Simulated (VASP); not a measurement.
Set up this calculation in VASP 6.6.1, as the native input.

| Quantity | Value |
| --- | --- |
| Task | single point |
| Functional | PBE |
| Dispersion | D3(BJ) |
| Potentials or basis | VASP PAW PBE potentials, release 64 (C) |
| Cutoff | 520 eV |
| k mesh | 15 × 15 × 1 |
| Occupations | gaussian, width 0.1 eV |
| Spin | no spin polarisation |
| Dipole correction | yes |
| Further INCAR settings | ALGO = Normal; EDIFF = 1e-06; NBANDS = 16 |

The structure of C lies in POSCAR:

```
C
1.0
    2.4656524409      0.0000000000      0.0000000000
   -1.2328262205      2.1353176508      0.0000000000
    0.0000000000      0.0000000000     17.5000663883
C
4
Direct
    0.6666666667      0.3333333333      0.2571437784
    0.3333333333      0.6666666667      0.2571418816
    0.6666666667      0.3333333333      0.4291450227
    1.0000000000      0.0000000000      0.4291431259
```

One way to write it, as run:

INCAR

```
SYSTEM = C
ALGO = Normal
DIPOL = 0.5 0.5 0.343
EDIFF = 1E-6
ENCUT = 520
GGA = PE
IDIPOL = 3
ISIF = 2
ISMEAR = 0
IVDW = 12
LASPH = .TRUE.
LCHARG = .FALSE.
LDIPOL = .TRUE.
LREAL = .FALSE.
LWAVE = .FALSE.
NBANDS = 16
NELM = 80
PREC = Accurate
SIGMA = 0.1
```

KPOINTS

```
k-points
0
G
  15 15 1
  0 0 0
```

Potentials or basis: VASP PAW PBE potentials, release 64 (C).

Command:

```bash
$ cat potpaw_PBE.64/C/POTCAR > POTCAR
$ mpirun -np 1 vasp_std > vasp.out
```

It gave:

The largest force is 0.156 eV/Å. The dispersion energy per atom is -0.129 eV.

Run time: 79 s on 1 thread of Intel(R) Xeon(R) Platinum 8488C (Sapphire Rapids) (shared host), peak memory 0.21 GiB.
